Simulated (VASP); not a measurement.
MgO, 4 atoms in the cell. It takes space group Cm (No. 8, monoclinic). The conventional cell has a = 6.035 Å, b = 3.484 Å, c = 4.186 Å, α = 90.00°, β = 90.00°, γ = 90.00°. Within 2.7 Å of Mg (site symmetry m) lie 5 O at 2.01 to 2.17 Å. Within 2.6 Å of Mg (site symmetry m) lie 5 O at 1.94 to 2.09 Å. O (site symmetry m) has 5 Mg at 1.94 to 2.17 Å within 2.6 Å. Within 2.7 Å of O (site symmetry m) lie 5 Mg at 2.01 to 2.09 Å.  This cell differs from its parent crystal: atom 3 (O) moved +0.100 Å towards its neighbour atom 4 (O) at 2.903 Å.

```yaml
Program: VASP 6.6.1
Task: single point
Functional: r2SCAN
Potentials_or_basis: VASP PAW PBE potentials, release 64 (Mg, O)
Cutoff: 520 eV
k_mesh: 6 × 6 × 6
Occupations: gaussian, width 0.05 eV
Spin: no spin polarisation
Dipole_correction: no
Further_INCAR_settings: ALGO = Normal; EDIFF = 1e-06; NBANDS = 16
```

Potentials or basis: VASP PAW PBE potentials, release 64 (Mg, O).

Run with:

```bash
$ cat potpaw_PBE.64/Mg/POTCAR potpaw_PBE.64/O/POTCAR > POTCAR
$ cp INCAR.step1 INCAR
$ mpirun -np 1 vasp_std > vasp.out
$ cp INCAR.step2 INCAR
$ mpirun -np 1 vasp_std > vasp.out
```

Hardware: 1 thread of Intel Xeon 8259CL, on a shared host.

Q: Estimate the wall time of this run.

A: It took 3.3 min on 1 thread of Intel Xeon 8259CL (shared host), peak memory 0.19 GiB. Counts: k points 68.
